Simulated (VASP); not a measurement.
GaSb: single point with LDA

The system is GaSb.

```
CELL_PARAMETERS angstrom
-2.73495 2.73495 1.58003
2.73495 -2.73495 1.58003
2.73495 2.73495 -1.58003
ATOMIC_POSITIONS crystal
Sb 0.00000 0.00000 0.00000
Ga 0.75000 0.25000 0.50000
```

This cell differs from its parent crystal: volume scaled by 0.98.

```yaml
Program: VASP 6.6.1
Task: single point
Functional: LDA
Potentials_or_basis: VASP PAW LDA potentials, release 64 (Sb, Ga_d)
Cutoff: 520 eV
k_mesh: 10 × 10 × 10
Occupations: fermi-dirac, width 0.05 eV
Spin: no spin polarisation
```

```
Pressure               : -3.3 GPa
Band gap on the k mesh : zero (band 9 reaches 8.39 eV, above the bottom of band 10 at 3.84 eV)
```

Stress tensor (GPa, compression positive):
```
-3.13  0.00  0.00
 0.00 -3.13  0.00
 0.00  0.00 -3.65
```

Levels at points of the mesh, in eV from the Fermi level:
```
           k point  band 6  band 7  band 8  band 9  band 10  band 11  band 12  band 13
(0.00, 0.00, 0.00)  -12.08   -2.94   -1.87   -1.87     3.49     5.06     7.16     7.16
(0.50, 0.00, 0.00)   -8.37   -5.68   -2.46   -1.49    -1.15     2.44     3.31     5.19
(0.50, 0.50, 0.00)  -10.58   -8.13    0.03    1.81     2.18     2.40     4.59     6.56
(0.50, 0.50, 0.50)   -9.39   -5.98   -5.02   -5.02     3.47     4.96    10.46    10.46
```

It took 24 s on 1 thread of Intel(R) Xeon(R) 6975P-C (Granite Rapids), with other jobs on the host, peak memory 0.21 GiB.

Caveat: spin-orbit coupling is left out, which moves the levels of the heavy elements.
